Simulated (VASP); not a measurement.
Input of a VASP 6.6.1 run:

Contents of INCAR:

```
  PREC = Accurate
  ENCUT = 520
  EDIFF = 1E-7
  ISMEAR = -1
  SIGMA = 0.15
  LREAL = F
  LASPH = T
  NELM = 100
  ALGO = Normal
  ISIF = 2
  LWAVE = F
  LCHARG = F
  GGA = PE
  NBANDS = 84
```

KPOINTS

```
regular mesh
0
Gamma
  4 3 5
```

POSCAR

```
Ti12H
1.0
    5.9000000000      0.0000000000      0.0000000000
   -4.4250000000      7.6643250000      0.0000000000
    0.0000000000      0.0000000000      4.6846000000
Ti H
12 1
Direct
    0.0008396210      0.0015843535      0.0010017931
    0.1655010132      0.2215733284      0.5030245912
   -0.0021033865      0.3317064451     -0.0009300687
    0.1635530146      0.5515470704      0.4995276011
   -0.0072308848      0.6640618711     -0.0017444392
    0.1631309619      0.8912487401      0.5015698245
    0.5024498524      0.0039279389      0.0003336464
    0.6679780520      0.2236026004      0.5008359305
    0.5003963256      0.3336897900     -0.0030882039
    0.6648525362      0.5537039465      0.4990460231
    0.5028548839      0.6640374723     -0.0016667378
    0.6736315967      0.8913942193      0.5020791530
    0.3318257798      0.7773582148      0.2499833497
```

Potentials or basis: VASP PAW PBE potentials, release 64 (Ti_sv, H).

Run with:

```bash
$ cat potpaw_PBE.64/Ti_sv/POTCAR potpaw_PBE.64/H/POTCAR > POTCAR
$ mpirun -np 1 vasp_std > vasp.out
```

What does it give for the pressure?

-0.6 GPa.

Predict the largest force.

0.028 eV/Å.

What does it give for the band gap on the k mesh?

Zero (an odd number of electrons rules out a gap without spin polarisation).

Stress tensor (GPa, compression positive):
```
-0.64  0.02  0.00
 0.02 -0.59  0.00
 0.00  0.00 -0.53
```
